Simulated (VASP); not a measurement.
Set up this calculation in VASP 6.6.1, as the native input.

```
Task                   : single point
Functional             : PBE
Potentials or basis    : VASP PAW PBE potentials, release 64 (P)
Cutoff                 : 520 eV
k mesh                 : 8 × 1 × 6
Occupations            : gaussian, width 0.02 eV
Spin                   : no spin polarisation
Dipole correction      : no
Further INCAR settings : ALGO = Normal; EDIFF = 1e-06; NBANDS = 18
```

The structure of P lies in POSCAR:

```
P
1.0
    3.3031196020      0.0000000000      0.0000000000
    0.0000000000     34.8629660147      0.0000000000
    0.0000000000      0.0000000000      4.6349692429
P
4
Direct
    0.0000000000      0.9698087035      0.5891473149
    0.0000000000      0.0301912965      0.4108526851
    0.5000000000      0.0301912965      0.0891473149
    0.5000000000      0.9698087035      0.9108526851
```

One way to write it, as run:

INCAR

```
ALGO = Normal
EDIFF = 1E-6
ENCUT = 520
GGA = PE
ISIF = 2
ISMEAR = 0
LASPH = True
LCHARG = False
LREAL = False
LWAVE = False
NBANDS = 18
NELM = 80
PREC = Accurate
SIGMA = 0.02
```

KPOINTS

```
k-points
0
Gamma
  8 1 6
```

Potentials or basis: VASP PAW PBE potentials, release 64 (P).

Launch:

```bash
$ cat potpaw_PBE.64/P/POTCAR > POTCAR
$ mpirun -np 1 vasp_std > vasp.out
```

It gave:

```yaml
Largest_force: 0.050 eV/Å
Band_gap_on_the_k_mesh: 0.93 eV
```

Caveat: there is no dipole correction, which matters where the two faces differ.

Wall time 2.9 min on 1 thread of Intel(R) Xeon(R) 6975P-C (Granite Rapids), with other jobs on the host, peak memory 0.63 GiB.
